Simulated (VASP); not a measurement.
## BN: relaxation of cell and atoms with PBE

The system is BN.

```xyz
2
Lattice="0.0000 1.8123 1.8123 1.8123 0.0000 1.8123 1.8123 1.8123 0.0000" Properties=species:S:1:pos:R:3 pbc="T T T"
B     0.9062    0.9062    0.9062
N     1.8123    1.8123    1.8123
```

```
Program                : VASP 6.6.1
Task                   : relaxation of cell and atoms
Functional             : PBE
Potentials or basis    : VASP PAW PBE potentials, release 64 (B, N)
Cutoff                 : 600 eV
k mesh                 : 12 × 12 × 12
Occupations            : gaussian, width 0.02 eV
Spin                   : no spin polarisation
Dipole correction      : no
Further INCAR settings : ALGO = Normal; EDIFF = 1e-06; IBRION = 2; EDIFFG = -0.01; NSW = 100; ISIF = 3
```

The pressure after relaxing is 0.0 GPa and the band gap on the k mesh is 4.45 eV, indirect (least direct gap 8.78 eV).

Final structure:
```
B N
1.0
     0.00000    1.81234    1.81234
     1.81234    0.00000    1.81234
     1.81234    1.81234    0.00000
B N
1 1
Direct
  0.25000 0.25000 0.25000
  0.50000 0.50000 0.50000
```

Levels at points of the mesh, in eV from the valence-band top:
```
           k point  band 2  band 3  band 4  band 5  band 6  band 7
(0.00, 0.00, 0.00)    0.00    0.00    0.00    8.78    8.78    8.78
(0.50, 0.00, 0.00)  -10.62   -1.93   -1.93   10.04   10.66   10.66
(0.50, 0.50, 0.00)   -8.86   -4.86   -4.86    4.45    9.19   17.80
```

It took 3.2 s on 1 thread of Intel(R) Xeon(R) 6975P-C (Granite Rapids) (shared host), peak memory 0.12 GiB.

Caveat: the relaxation stopped at its first step, so nothing moved. A hybrid or GW would open this gap; PBE tends to underestimate it.
